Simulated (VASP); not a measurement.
Set up this calculation in VASP 6.6.1, as the native input.

```
Task                   : single point
Functional             : PBE
Potentials or basis    : VASP PAW PBE potentials, release 64 (Mg)
Cutoff                 : 520 eV
k mesh                 : 14 × 14 × 8
Occupations            : gaussian, width 0.1 eV
Spin                   : no spin polarisation
Dipole correction      : no
Further INCAR settings : ALGO = Fast; EDIFF = 1e-07; NBANDS = 9
```

The structure of Mg lies in POSCAR:

```
Mg
1.0
    3.1963381682     -0.0217588610      0.0164635630
   -1.6170128104      2.8233750748     -0.0263806802
    0.0267289929     -0.0340234549      5.2624333000
Mg
2
Direct
    0.3428582738      0.6845200145      0.2228347341
    0.6571417262      0.3154799855      0.7771652659
```

This cell differs from its parent crystal: atoms moved at random and the cell strained at random.

The input as run:

INCAR

```
SYSTEM = Mg
  ALGO = Fast
  EDIFF = 1E-7
  ENCUT = 520
  GGA = PE
  ISIF = 2
  ISMEAR = 0
  LASPH = .True.
  LCHARG = .False.
  LREAL = .False.
  LWAVE = .False.
  NBANDS = 9
  NELM = 100
  PREC = Accurate
  SIGMA = 0.1
```

KPOINTS

```
k-points
0
Gamma
  14 14 8
  0 0 0
```

Potentials or basis: VASP PAW PBE potentials, release 64 (Mg).

Run with:

```bash
$ cat potpaw_PBE.64/Mg/POTCAR > POTCAR
$ mpirun -np 1 vasp_std > vasp.out
```

Results of the run:

The pressure is -0.1 GPa, the largest force is 0.731 eV/Å and the band gap on the k mesh is zero (bands 2 and 3 overlap by 2.18 eV).

Caveat: the cell differs from its parent crystal (atoms moved at random and the cell strained at random).

It took 63 s on 1 thread of Intel(R) Xeon(R) 6975P-C (Granite Rapids), with other jobs on the host, peak memory 0.41 GiB.
